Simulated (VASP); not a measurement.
Set up this calculation in VASP 6.6.1, as the native input.

- Task: single point
- Functional: LDA
- Potentials or basis: VASP PAW LDA potentials, release 64 (K_sv, F)
- Cutoff: 520 eV
- k mesh: 8 × 8 × 8
- Occupations: gaussian, width 0.05 eV
- Spin: no spin polarisation
- Dipole correction: no
- Further INCAR settings: ALGO = Normal; EDIFF = 1e-06; NBANDS = 15

The structure of KF lies in POSCAR:

```
KF
1.0
    0.0000000000      2.5817196783      2.1944617266
    2.5817196783      0.0000000000      2.1944617266
    2.5817196783      2.5817196783      0.0000000000
K F
1 1
Direct
    0.0000000000      0.0000000000      0.0000000000
    0.5000000000      0.5000000000      0.5000000000
```

This cell differs from its parent crystal: normal strain along x +0.0000, normal strain along z -0.1500.

One way to write it, as run:

INCAR

```
SYSTEM = KF
ALGO = Normal
EDIFF = 1E-6
ENCUT = 520
ISIF = 2
ISMEAR = 0
LASPH = .True.
LCHARG = .True.
LELF = .True.
LREAL = .False.
LVHAR = .True.
LWAVE = .False.
NBANDS = 15
NELM = 60
PREC = Accurate
SIGMA = 0.05
```

KPOINTS

```
k-points
0
Gamma
  8 8 8
  0 0 0
```

Potentials or basis: VASP PAW LDA potentials, release 64 (K_sv, F).

The run is started by

```bash
$ cat potpaw_LDA.64/K_sv/POTCAR potpaw_LDA.64/F/POTCAR > POTCAR
$ mpirun -np 1 vasp_std > vasp.out
```

Results of the run:

```json
{"Pressure": "17.6 GPa", "Band gap on the k mesh": "6.08 eV (least direct gap 6.26 eV)"}
```

Caveat: the cell differs from its parent crystal (normal strain along x +0.0000, normal strain along z -0.1500); the cell stands under pressure.

Wall time 24 s on 1 thread of Intel Xeon 8259CL, on a shared host, peak memory 0.16 GiB.
